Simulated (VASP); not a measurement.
# ZnCu2SnSe4 (I-4) in VASP: further runs

ZnCu2SnSe4 is run at these levels: PBEsol; tasks: single point.

All numbers are computed with VASP 6.6.1; they aren't measurements. Logs are shortened: lines on timing, memory, paths and dates and some standing lists are left out, and cuts for length are marked.

## Step 1: The cell of the first run

It takes space group I-4 (No. 82, tetragonal). Conventional cell: a = 5.771 Å, b = 5.771 Å, c = 11.480 Å, α = 90.00°, β = 90.00°, γ = 90.00°. Within 3.4 Å of Sn (site symmetry -4) lie 4 Se at 2.62 Å. Se (site symmetry 1) has 2 Cu at 2.44 Å and 1 Zn at 2.49 Å and 1 Sn at 2.62 Å within 3.2 Å. Within 3.3 Å of Zn (site symmetry -4) lie 4 Se at 2.49 Å. Within 3.2 Å of Cu (site symmetry -4) lie 4 Se at 2.44 Å. Within 3.2 Å of Cu (site symmetry -4) lie 4 Se at 2.44 Å.

## Step 2: Single point, PBEsol

File INCAR:

```
SYSTEM = ZnCu2SnSe4
PREC = Accurate
ENCUT = 520
EDIFF = 1E-7
ISMEAR = -1
SIGMA = 0.05
LREAL = .False.
LASPH = .True.
NELM = 100
ALGO = Normal
ISIF = 2
LWAVE = .False.
LCHARG = .True.
GGA = PS
LELF = .True.
LVHAR = .True.
NBANDS = 46
```

File KPOINTS:

```
regular mesh
0
Gamma
  6 6 6
  0 0 0
```

File POSCAR:

```
ZnCu2SnSe4
1.0
   -2.8856370000      2.8856370000      5.7398310000
    2.8856370000     -2.8856370000      5.7398310000
    2.8856370000      2.8856370000     -5.7398310000
Sn Se Zn Cu
1 4 1 2
Direct
    0.5000000000      0.5000000000      0.0000000000
    0.3634660000      0.8897130000      0.9932200000
    0.8964930000      0.3702460000      0.0067800000
    0.1102870000      0.1035070000      0.4737530000
    0.6297540000      0.6365340000      0.5262470000
    0.7500000000      0.2500000000      0.5000000000
    0.0000000000      0.0000000000      0.0000000000
    0.2500000000      0.7500000000      0.5000000000
```

Potentials or basis: VASP PAW PBE potentials, release 64 (Sn_d, Se, Zn, Cu).

Started as:

```sh
$ cat potpaw_PBE.64/Sn_d/POTCAR potpaw_PBE.64/Se/POTCAR potpaw_PBE.64/Zn/POTCAR potpaw_PBE.64/Cu/POTCAR > POTCAR
$ mpirun -np 1 vasp_std > vasp.out
```

OUTCAR:

```text
SYSTEM = ZnCu2SnSe4
   PREC = Accurate
   ENCUT = 520
   EDIFF = 1E-7
   ISMEAR = -1
   LREAL = .False.
   LASPH = .True.
   NELM = 100
   ISIF = 2
   GGA = PS

 ion  position               nearest neighbor table
   1  0.500  0.500  0.000-   5 2.62   2 2.62   3 2.62   4 2.62
   2  0.363  0.890  0.993-   8 2.44   7 2.44   6 2.49   1 2.62
   3  0.896  0.370  0.007-   8 2.44   7 2.44   6 2.49   1 2.62
   4  0.110  0.104  0.474-   8 2.44   7 2.44   6 2.49   1 2.62
   5  0.630  0.637  0.526-   8 2.44   7 2.44   6 2.49   1 2.62
   6  0.750  0.250  0.500-   3 2.49   4 2.49   5 2.49   2 2.49
   7  0.000  0.000  0.000-   2 2.44   3 2.44   4 2.44   5 2.44
   8  0.250  0.750  0.500-   2 2.44   4 2.44   5 2.44   3 2.44

  LATTYP: Found a body centered tetragonal cell.
 ALAT       =     5.7712740000
 C/A-ratio  =     1.9891036191

  Lattice vectors:

 A1 = (  -2.8856370000,   2.8856370000,   5.7398310000)
 A2 = (   2.8856370000,  -2.8856370000,   5.7398310000)
 A3 = (   2.8856370000,   2.8856370000,  -5.7398310000)

Analysis of symmetry for initial positions (statically):
=====================================================================
 Subroutine PRICEL returns:
 Original cell was already a primitive cell.

 Routine SETGRP: Setting up the symmetry group for a
 body centered tetragonal supercell.

 Subroutine GETGRP returns: Found  4 space group operations
 (whereof  4 operations were pure point group operations)
 out of a pool of 16 trial point group operations.

The static configuration has the point symmetry S_4 .

Analysis of symmetry for dynamics (positions and initial velocities):
=====================================================================
 Subroutine PRICEL returns:
 Original cell was already a primitive cell.

 Routine SETGRP: Setting up the symmetry group for a
 body centered tetragonal supercell.

 Subroutine GETGRP returns: Found  4 space group operations
 (whereof  4 operations were pure point group operations)
 out of a pool of 16 trial point group operations.

The dynamic configuration has the point symmetry S_4 .

 Subroutine INISYM returns: Found  4 space group operations
 (whereof  4 operations are pure point group operations),
 and found     1 'primitive' translations

----------------------------------------------------------------------------------------

                                     Primitive cell

  volume of cell :     191.1800

  direct lattice vectors                    reciprocal lattice vectors
    -2.885637000  2.885637000  5.739831000     0.000000000  0.173271967  0.087110579
     2.885637000 -2.885637000  5.739831000     0.173271967  0.000000000  0.087110579
     2.885637000  2.885637000 -5.739831000     0.173271967  0.173271967  0.000000000

  length of vectors
     7.042688528  7.042688528  7.042688528     0.193936659  0.193936659  0.245043566

  position of ions in fractional coordinates (direct lattice)
     0.500000000  0.500000000  0.000000000
     0.363466000  0.889713000  0.993220000
     0.896493000  0.370246000  0.006780000
     0.110287000  0.103507000  0.473753000
     0.629754000  0.636534000  0.526247000
     0.750000000  0.250000000  0.500000000
     0.000000000  0.000000000  0.000000000
     0.250000000  0.750000000  0.500000000

  ion indices of the primitive-cell ions
   primitive index   ion index
                 1           1
                 2           2
                 3           3
                 4           4
                 5           5
                 6           6
                 7           7
                 8           8

----------------------------------------------------------------------------------------

 KPOINTS: regular mesh

Automatic generation of k-mesh.
 Grid dimensions read from file:
 generate k-points for:    6    6    6

 Generating k-lattice:

  Cartesian coordinates                     Fractional coordinates (reciprocal lattice)
     0.000000000  0.028878661  0.014518430     0.166666667 -0.000000000  0.000000000
     0.028878661  0.000000000  0.014518430    -0.000000000  0.166666667  0.000000000
     0.028878661  0.028878661  0.000000000     0.000000000  0.000000000  0.166666667

  Length of vectors
     0.032322776  0.032322776  0.040840594

  Shift w.r.t. Gamma in fractional coordinates (k-lattice)
     0.000000000  0.000000000  0.000000000

 Subroutine IBZKPT returns following result:
 ===========================================

 Found     36 irreducible k-points:

 Following reciprocal coordinates:
            Coordinates               Weight
  0.000000  0.000000  0.000000      1.000000
  0.166667  0.000000 -0.000000      8.000000
  0.333333  0.000000  0.000000      8.000000
  0.500000  0.000000 -0.000000      4.000000
  0.166667  0.166667 -0.000000      8.000000
  0.333333  0.166667 -0.000000      8.000000
[... 16 lines left out ...]
  0.333333 -0.333333  0.166667      4.000000
 -0.166667  0.333333  0.166667      8.000000
 [... further k-points ...]
   k-points           NKPTS =     36   k-points in BZ     NKDIM =     36   number of bands    NBANDS=     46
   number of dos      NEDOS =    301   number of ions     NIONS =      8
   total plane-waves  NPLWV = 157464
   dimension x,y,z NGX =    54 NGY =   54 NGZ =   54
   dimension x,y,z NGXF=   108 NGYF=  108 NGZF=  108
   ions per type =               1   4   1   2
   NGX,Y,Z   is equivalent  to a cutoff of  12.75, 12.75, 12.75 a.u.
   NGXF,Y,Z  is equivalent  to a cutoff of  25.49, 25.49, 25.49 a.u.
 SYSTEM =  ZnCu2SnSe4
   PREC   = accura    normal or accurate (medium, high low for compatibility)
   ISTART =      0    job   : 0-new  1-cont  2-samecut
   ICHARG =      2    charge: 1-file 2-atom 10-const
   ISPIN  =      1    spin polarized calculation?
   LNONCOLLINEAR =      F non collinear calculations
   LSORBIT =      F    spin-orbit coupling
   LASPH  =      T    aspherical Exc in radial PAW
   ENCUT  =  520.0 eV  38.22 Ry    6.18 a.u.  13.09 13.09 13.09*2*pi/ulx,y,z
   NELM   =    100;   NELMIN=  2; NELMDL= -5     # of ELM steps
   EDIFF  = 0.1E-06   stopping-criterion for ELM
   LREAL  =      F    real-space projection
   EDIFFG = 0.1E-05   stopping-criterion for IOM
   NSW    =      0    number of steps for IOM
   IBRION =     -1    ionic relax: 0-MD 1-quasi-New 2-CG
   NFREE  =      0    steps in history (QN), initial steepest desc. (CG)
   ISIF   =      2    stress and relaxation
   ISYM   =      2    0-nonsym 1-usesym 2-fastsym
   POTIM  = 0.5000    time-step for ionic-motion
   TEBEG  =    0.0;   TEEND  =   0.0 temperature during run
   PSTRESS=    0.0 pullay stress
   NELECT =      72.0000    total number of electrons
   NUPDOWN=      -1.0000    fix difference up-down
   EMIN   =  10.00;   EMAX   =-10.00  energy-range for DOS
   EFERMI =   0.00;   METHOD = LEGACY
   ISMEAR =    -1;   SIGMA  =   0.05  broadening in eV -4-tet -1-fermi 0-gaus
   EFERMI_NEDOS =   21; number of points for ismear=-14 and -15
   IALGO  =     38    algorithm
   IMIX   =      4    mixing-type and parameters
     AMIX     =   0.40;   BMIX     =  1.00
     AMIX_MAG =   1.60;   BMIX_MAG =  1.00
  volume/ion in A,a.u.               =      23.90       161.27
  Fermi-wavevector in a.u.,A,eV,Ry     =   1.182238  2.234105 19.016675  1.397686
  Thomas-Fermi vector in A             =   2.318496
   LORBIT       =      0    0 simple, 1 ext, 2 COOP (PROOUT), +10 PAW based schemes
   GGA     = PS    functional components
   LHFCALC =     F    Hartree Fock is set to
   AEXX    =    0.0000 exact exchange contribution
   IVDW    =     0    specifies the selected vdW correction
   LEPSILON=     F    determine dielectric tensor
   LRPA    =     F    only Hartree local field effects (RPA)
 non-spin polarized calculation
  energy-cutoff  :      520.00
  volume of cell :      191.18
 maximum number of plane-waves:      5186
 NGX is ok and might be reduce to    54
   NGX = 27   NGY = 27   NGZ = 27

 number of electron      71.9999970 magnetization

 Free energy of the ion-electron system (eV)
  ---------------------------------------------------
  ext. energy  EPLUGINS =         0.00000000
  ---------------------------------------------------
  free energy    TOTEN  =       -32.70357610 eV

  energy without entropy =      -32.70089941  energy(sigma->0) =      -32.70223775

 E-fermi :   3.5103     XC(G=0):  -9.5038

 val. band max:        3.4743317213   @ k =   0.0000   0.0000   0.0000
 cond. band min:       3.5895579505   @ k =   0.5000   0.5000  -0.0000
 fundamental gap:      0.1152262292
 Fermi energy:         3.5102988899

 k-point     1 :       0.0000    0.0000    0.0000
  band No.  band energies     occupation
      1     -18.5944      2.00000
      2     -18.5920      2.00000
      3     -18.5920      2.00000
      4     -18.5428      2.00000
      5     -18.5404      2.00000
      6     -10.6716      2.00000
[... 38 lines left out ...]
     45       8.4580      0.00000
     46       8.7903      0.00000

 k-point     2 :       0.1667    0.0000   -0.0000
  band No.  band energies     occupation
      1     -18.5945      2.00000
      2     -18.5920      2.00000
      3     -18.5920      2.00000
      4     -18.5427      2.00000
      5     -18.5404      2.00000
      6     -10.5954      2.00000
[... 38 lines left out ...]
     45       8.4429      0.00000
     46       8.8605      0.00000

 k-point     3 :       0.3333    0.0000    0.0000
  band No.  band energies     occupation
      1     -18.5946      2.00000
      2     -18.5921      2.00000
      3     -18.5920      2.00000
      4     -18.5426      2.00000
      5     -18.5404      2.00000
      6     -10.3871      2.00000
[... 1018 lines left out ...]
     45       9.0964      0.00000
     46       9.3144      0.00000

 k-point    24 :      -0.1667    0.3333    0.1667
  band No.  band energies     occupation
      1     -18.5947      2.00000
      2     -18.5922      2.00000
      3     -18.5920      2.00000
      4     -18.5425      2.00000
      5     -18.5403      2.00000
      6     -10.1935      2.00000
[... 38 lines left out ...]
     45       9.0365      0.00000
     46       9.2304      0.00000

 [... further k-points ...]

------------------------ aborting loop because EDIFF is reached ----------------------------------------

  FORCE on cell =-STRESS in cart. coord.  units (eV):
  Direction    XX          YY          ZZ          XY          YZ          ZX
  --------------------------------------------------------------------------------------
  -------------------------------------------------------------------------------------
  Total       -3.4791805     -3.4791805     -3.3248832     -0.0000000      0.0000000      0.0000000
  in kB      -29.1571485    -29.1571485    -27.8640658     -0.0000002      0.0000000      0.0000000
  external PRESSURE =     -28.7261209 kB  Pullay stress =       0.0000000 kB

 VOLUME and BASIS-vectors are now :
 -----------------------------------------------------------------------------
  energy-cutoff  :      520.00
  volume of cell :      191.18
      direct lattice vectors                 reciprocal lattice vectors
    -2.885637000  2.885637000  5.739831000     0.000000000  0.173271967  0.087110579
     2.885637000 -2.885637000  5.739831000     0.173271967  0.000000000  0.087110579
     2.885637000  2.885637000 -5.739831000     0.173271967  0.173271967  0.000000000

 POSITION                                       TOTAL-FORCE (eV/Angst)
 -----------------------------------------------------------------------------------
      0.00000      0.00000      5.73983         0.000000      0.000000     -0.000000
      4.38463      1.34751      1.49212        -0.006778     -0.129396      0.033837
     -1.49899      1.53812      7.23195         0.006778      0.129396      0.033837
      1.34751      1.38664     -1.49212        -0.129396      0.006778     -0.033837
      1.53812      1.49899      4.24771         0.129396     -0.006778     -0.033837
     -0.00000      2.88564      2.86992         0.000000     -0.000000     -0.000000
      0.00000      0.00000      0.00000         0.000000     -0.000000     -0.000000
      2.88564     -0.00000      2.86992         0.000000      0.000000     -0.000000
 -----------------------------------------------------------------------------------
    total drift:                               -0.000003     -0.000003     -0.000001

  FREE ENERGIE OF THE ION-ELECTRON SYSTEM (eV)
  ---------------------------------------------------
  free  energy   TOTEN  =       -32.7035760964 eV

  energy  without entropy=      -32.7008994096  energy(sigma->0) =      -32.70223775
```

Run time: 25 min. Hardware: 1 thread of Intel Xeon 8259CL, shared host; peak memory 0.63 GiB.

What came out:

```
Free energy            : -32.7036 eV
Pressure               : -2.9 GPa
Largest force          : 0.134 eV/Å
Band gap on the k mesh : 0.05 eV
```

Forces on the atoms (eV/Å):
```
Sn   0.000  0.000  0.000
Se  -0.007 -0.129  0.034
Se   0.007  0.129  0.034
Se  -0.129  0.007 -0.034
Se   0.129 -0.007 -0.034
Zn   0.000  0.000  0.000
Cu   0.000  0.000  0.000
Cu   0.000  0.000  0.000
```

Stress tensor (GPa, compression positive):
```
-2.92  0.00  0.00
 0.00 -2.92  0.00
 0.00  0.00 -2.79
```

Levels at points of the mesh, in eV from the valence-band top:
| k point | band 32 | band 33 | band 34 | band 35 | band 36 | band 37 | band 38 | band 39 | band 40 | band 41 |
| --- | --- | --- | --- | --- | --- | --- | --- | --- | --- | --- |
| (0.00, 0.00, 0.00) | -1.60 | -1.47 | -0.31 | 0.00 | 0.00 | 0.05 | 1.70 | 2.24 | 3.39 | 3.39 |
| (0.50, 0.00, 0.00) | -1.37 | -1.18 | -1.11 | -1.04 | -0.52 | 1.30 | 2.74 | 2.87 | 3.78 | 3.84 |
| (0.50, 0.50, 0.00) | -1.20 | -0.83 | -0.71 | -0.50 | -0.35 | 0.16 | 1.76 | 2.56 | 3.65 | 3.76 |
| (0.50, 0.50, 0.50) | -1.25 | -1.08 | -1.08 | -0.85 | -0.85 | 0.89 | 1.77 | 1.77 | 2.00 | 2.82 |

Caveat: the smearing spreads over this small gap; semilocal functionals underestimate gaps, and a narrow one can read as zero; the PAW data sets were made with another functional, which shifts forces and pressure a little; spin-orbit coupling is left out, which moves the levels of the heavy elements.

(Part 1 of 2 ends here.)

The gap in the log of VASP goes by the Fermi energy; the results here count the filled bands.